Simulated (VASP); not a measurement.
## MnAs: single point with r2SCAN

MnAs:

```xyz
2
Lattice="0.0000 2.8300 2.8300 2.8300 0.0000 2.8300 2.8300 2.8300 0.0000" Properties=species:S:1:pos:R:3 pbc="T T T"
Mn    0.0000    0.0000    0.0000
As    1.4150    1.4150    1.4150
```

- Program: VASP 6.6.1
- Task: single point
- Functional: r2SCAN
- Potentials or basis: VASP PAW PBE potentials, release 64 (Mn_pv, As)
- Cutoff: 520 eV
- k mesh: 12 × 12 × 12
- Occupations: gaussian, width 0.05 eV
- Spin: collinear spin, ferromagnetic start
- Starting moments: [3.5, 0.0] μB

- Pressure: 2.3 GPa
- Band gap on the k mesh: zero (filled and empty bands overlap)
- Net moment: 4.00 μB per cell
- Site moments: Mn +4.02; As -0.23 μB
- Valence electrons inside the program's atomic spheres: Mn 11.48; As 2.90

Levels at points of the mesh, in eV from the Fermi level:
Spin up:
| k point | band 7 | band 8 | band 9 | band 10 | band 11 | band 12 | band 13 | band 14 | band 15 | band 16 |
| --- | --- | --- | --- | --- | --- | --- | --- | --- | --- | --- |
| (0.00, 0.00, 0.00) | -4.45 | -3.56 | -3.56 | 2.50 | 2.50 | 2.50 | 3.43 | 6.71 | 6.71 | 6.71 |
| (0.50, 0.00, 0.00) | -4.28 | -3.44 | -3.44 | -3.03 | 1.01 | 1.01 | 4.50 | 7.22 | 7.22 | 8.95 |
| (0.50, 0.50, 0.00) | -3.71 | -3.40 | -3.29 | -2.64 | -1.07 | -1.07 | 3.60 | 5.01 | 13.05 | 13.40 |
Spin down:
| k point | band 5 | band 6 | band 7 | band 8 | band 9 | band 10 |
| --- | --- | --- | --- | --- | --- | --- |
| (0.00, 0.00, 0.00) | -1.99 | -1.99 | -1.99 | 1.59 | 1.59 | 4.35 |
| (0.50, 0.00, 0.00) | -4.45 | -1.85 | -1.85 | 1.47 | 1.67 | 1.67 |
| (0.50, 0.50, 0.00) | -4.30 | -1.95 | -1.95 | 0.45 | 1.64 | 1.93 |

Wall time 4.6 min on 1 thread of Intel(R) Xeon(R) Platinum 8488C (Sapphire Rapids) (shared host), peak memory 0.26 GiB.

Caveat: the PAW data sets were made with another functional, which shifts forces and pressure a little; a cell with one magnetic atom can't hold antiferromagnetic order, which such compounds often take.
